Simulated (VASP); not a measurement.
# Te (I4_1/amd) in VASP: notebook, part 2 of 2

VASP 6.6.1. The steps go on from the part before.

## Step 4: Relaxation of shape and atoms at fixed volume, PBE

This run uses another cell than the first one, of 14.48 Å³/atom, 0.450 times its volume.

Contents of INCAR:

```
ALGO = Normal
EDIFF = 1E-7
EDIFFG = -0.005
ENCUT = 600
GGA = PE
IBRION = 2
ISIF = 4
ISMEAR = -1
LASPH = True
LCHARG = False
LREAL = False
LWAVE = False
NELM = 80
NSW = 50
PREC = Accurate
SIGMA = 0.08
```

Contents of KPOINTS:

```
k-points
0
Gamma
  15 15 15
```

Contents of POSCAR:

```
Te
1.0
   -2.4450498134      2.4450498134      1.2111336002
    2.4450498134     -2.4450498134      1.2111336002
    2.4450498134      2.4450498134     -1.2111336002
Te
2
Direct
   -0.3750000000     -0.1250000000     -0.2500000000
    0.3750000000      0.1250000000      0.2500000000
```

Potentials or basis: VASP PAW PBE potentials, release 64 (Te).

Started as:

```console
$ cat potpaw_PBE.64/Te/POTCAR > POTCAR
$ mpirun -np 1 vasp_std > vasp.out
```

OUTCAR:

```text
EDIFF = 1E-7
   EDIFFG = -0.005
   ENCUT = 600
   GGA = PE
   IBRION = 2
   ISIF = 4
   ISMEAR = -1
   LASPH = True
   LREAL = False
   NELM = 80
   NSW = 50
   PREC = Accurate

 ion  position               nearest neighbor table
   1  0.625  0.875  0.750-   2 2.52   2 2.52   2 2.52   2 2.52   2 3.05   2 3.05   2 3.05   2 3.05

   2  0.375  0.125  0.250-   1 2.52   1 2.52   1 2.52   1 2.52   1 3.05   1 3.05   1 3.05   1 3.05

  LATTYP: Found a body centered tetragonal cell.
 ALAT       =     4.8900996268
 C/A-ratio  =     0.4953410739

  Lattice vectors:

 A1 = (  -2.4450498134,   2.4450498134,   1.2111336002)
 A2 = (   2.4450498134,  -2.4450498134,   1.2111336002)
 A3 = (   2.4450498134,   2.4450498134,  -1.2111336002)

Analysis of symmetry for initial positions (statically):
=====================================================================
 Subroutine PRICEL returns:
 Original cell was already a primitive cell.

 Routine SETGRP: Setting up the symmetry group for a
 body centered tetragonal supercell.

 Subroutine GETGRP returns: Found 16 space group operations
 (whereof  4 operations were pure point group operations)
 out of a pool of 16 trial point group operations.

[... 173 lines left out ...]
  Total       35.3649743     35.3649743     48.8550263      0.0000000      0.0000000      0.0000000
  in kB     1956.3946312   1956.3946312   2702.6659286      0.0000000      0.0000000      0.0000000
  external PRESSURE =    2205.1517303 kB  Pullay stress =       0.0000000 kB
[... 131 lines left out ...]
--------------------------------------- Ionic step        5  -------------------------------------------

 number of electron      11.9999999 magnetization

 Free energy of the ion-electron system (eV)
  ---------------------------------------------------
  ext. energy  EPLUGINS =         0.00000000
  ---------------------------------------------------
  free energy    TOTEN  =         5.64542945 eV

  energy without entropy =        5.66704050  energy(sigma->0) =        5.65623498

 E-fermi :  21.0224     XC(G=0): -13.2684

 val. band max:       21.0192207216   @ k =   0.2667   0.2667   0.2000
 cond. band min:      21.0427479863   @ k =   0.2667   0.1333   0.1333
 fundamental gap:      0.0235272647
 Fermi energy:        21.0223565458

 k-point     1 :       0.0000    0.0000    0.0000
  band No.  band energies     occupation
      1      -1.5346      2.00000
      2      11.6513      2.00000
      3      11.6513      2.00000
      4      11.7006      2.00000
      5      18.7488      2.00000
      6      24.6429      0.00000
      7      24.6429      0.00000
      8      26.7727      0.00000
      9      27.3592      0.00000
     10      29.5642      0.00000
[... 287 lines left out ...]
 k-point    24 :       0.2000    0.1333    0.0000
  band No.  band energies     occupation
      1       1.7007      2.00000
      2      10.6314      2.00000
      3      13.6009      2.00000
      4      14.6726      2.00000
      5      16.1022      2.00000
      6      17.4032      2.00000
      7      20.4859      1.99756
      8      21.0140      1.05197
      9      22.8556      0.00000
     10      25.2119      0.00000

 [... further k-points ...]
[... 5 lines left out ...]
  --------------------------------------------------------------------------------------
  -------------------------------------------------------------------------------------
  Total       39.0842944     39.0842944     39.0878676      0.0000000     -0.0000000      0.0000000
  in kB     2162.1478677   2162.1478677   2162.3455328      0.0000000     -0.0000000      0.0000000
  external PRESSURE =    2162.2137560 kB  Pullay stress =       0.0000000 kB
[... 17 lines left out ...]
  FREE ENERGIE OF THE ION-ELECTRON SYSTEM (eV)
  ---------------------------------------------------
  free  energy   TOTEN  =         5.6454294501 eV

  energy  without entropy=        5.6670405050  energy(sigma->0) =        5.65623498

 reached required accuracy - stopping structural energy minimisation
```

Run time: 8.5 min. Hardware: 1 thread of Oxide Virtual Turin-like, shared host; peak memory 0.21 GiB.

What came out:

```yaml
Free_energy: 5.6454 eV
Energy_gained_by_relaxing: 143.2 meV/atom
Ionic_steps: 5
Pressure_after_relaxing: 216.2 GPa
Band_gap_on_the_k_mesh: zero (band 6 reaches 28.13 eV, above the bottom of band 7 at 18.62 eV)
```

The path:
```
step  energy change (eV)  largest force (eV/Å)  pressure (GPa)  volume (Å³)
   1              0.0000                0.0000          220.52        28.96
   2              1.7362                0.0000          239.04        28.96
   3             -0.2821                0.0000          216.20        28.96
   4             -0.2859                0.0000          216.19        28.96
   5             -0.2863                0.0000          216.22        28.96
```

Final structure:
```yaml
crystal:
  lattice:
    - [-2.38721, 2.38721, 1.27053]
    - [2.38721, -2.38721, 1.27053]
    - [2.38721, 2.38721, -1.27053]
  atoms:
    - { symbol: Te, position: [0.62500, 0.87500, 0.75000] }
    - { symbol: Te, position: [0.37500, 0.12500, 0.25000] }
```

Levels at points of the mesh, in eV from the Fermi level:
| k point | band 2 | band 3 | band 4 | band 5 | band 6 | band 7 | band 8 | band 9 | band 10 |
| --- | --- | --- | --- | --- | --- | --- | --- | --- | --- |
| (0.00, 0.00, 0.00) | -9.37 | -9.37 | -9.32 | -2.27 | 3.62 | 3.62 | 5.75 | 6.34 | 8.54 |

Caveat: spin-orbit coupling is left out, which moves the levels of the heavy elements.

## Step 5: Relaxation of shape and atoms at fixed volume, PBE

This run uses another cell than the first one, of 17.70 Å³/atom, 0.550 times its volume.

Contents of INCAR:

```
SYSTEM = Te
PREC = Accurate
ENCUT = 600
EDIFF = 1E-6
ISMEAR = -1
SIGMA = 0.08
LREAL = .FALSE.
LASPH = .TRUE.
NELM = 60
ALGO = Normal
ISIF = 4
LWAVE = .FALSE.
LCHARG = .FALSE.
GGA = PE
IBRION = 2
NSW = 50
EDIFFG = -0.005
```

Contents of KPOINTS:

```
Automatic mesh
0
G
  15 15 15
  0 0 0
```

Contents of POSCAR:

```
Te
1.0
   -2.6141937384      2.6141937384      1.2949175336
    2.6141937384     -2.6141937384      1.2949175336
    2.6141937384      2.6141937384     -1.2949175336
Te
2
Direct
   -0.3750000000     -0.1250000000     -0.2500000000
    0.3750000000      0.1250000000      0.2500000000
```

Started as:

```console
$ cat potpaw_PBE.64/Te/POTCAR > POTCAR
$ mpirun -np 1 vasp_std > vasp.out
```

Wall time 12 min (1 thread of Oxide Virtual Turin-like, shared host); peak memory 0.24 GiB.

The run converged. Its results:

| Quantity | Value |
| --- | --- |
| Free energy | -0.4350 eV |
| Energy gained by relaxing | 78.5 meV/atom |
| Ionic steps | 8 |
| Pressure after relaxing | 102.5 GPa |
| Band gap on the k mesh | zero (band 6 reaches 21.89 eV, above the bottom of band 7 at 14.77 eV) |

Step by step:
| step | energy change (eV) | largest force (eV/Å) | pressure (GPa) | volume (Å³) |
| --- | --- | --- | --- | --- |
| 1 | 0.0000 | 0.0000 | 105.26 | 35.40 |
| 2 | 0.1699 | 0.0000 | 105.82 | 35.40 |
| 3 | -0.1562 | 0.0000 | 102.39 | 35.40 |
| 4 | -0.1569 | 0.0000 | 102.44 | 35.40 |
| 5 | -0.1571 | 0.0000 | 102.49 | 35.40 |
| 6 | -0.1570 | 0.0000 | 102.47 | 35.40 |
| 7 | -0.1571 | 0.0000 | 102.49 | 35.40 |
| 8 | -0.1571 | 0.0000 | 102.48 | 35.40 |

Final structure:
```yaml
crystal:
  lattice:
    - [-2.55938, 2.55938, 1.35098]
    - [2.55938, -2.55938, 1.35098]
    - [2.55938, 2.55938, -1.35098]
  atoms:
    - { symbol: Te, position: [0.62500, 0.87500, 0.75000] }
    - { symbol: Te, position: [0.37500, 0.12500, 0.25000] }
```

Levels at points of the mesh, in eV from the Fermi level:
```tsv
k point	band 3	band 4	band 5	band 6	band 7	band 8	band 9	band 10
(0.00, 0.00, 0.00)	-7.96	-7.96	-1.10	2.85	2.85	4.55	4.95	7.05
```

Caveat: spin-orbit coupling is left out, which moves the levels of the heavy elements.

## Step 6: Overview

| task | cell | cutoff (eV) | gap on the mesh (eV) | pressure (GPa) |
| --- | --- | --- | --- | --- |
| single point | a = 4.781 Å, angles 96.3, 96.3, 141.4°, 2 atoms | 520 | none | -0.1 |
| relaxation of shape and atoms at fixed volume | relaxed from a = 3.523 Å, angles 96.3, 96.3, 141.4°, 2 atoms | 600 | none | 325.2 |
| relaxation of shape and atoms at fixed volume | relaxed from a = 3.664 Å, angles 96.3, 96.3, 141.4°, 2 atoms | 600 | none | 216.2 |
| relaxation of shape and atoms at fixed volume | relaxed from a = 3.917 Å, angles 96.3, 96.3, 141.4°, 2 atoms | 600 | none | 102.5 |

Alike in all rows: level PBE; potentials or basis VASP PAW PBE potentials, release 64 (Te); no spin polarisation; k mesh 15 × 15 × 15; smearing fermi-dirac 0.08 eV.

Caveats: spin-orbit coupling is left out, which moves the levels of the heavy elements.

Absolute energies hang on the potentials; compare differences alone.
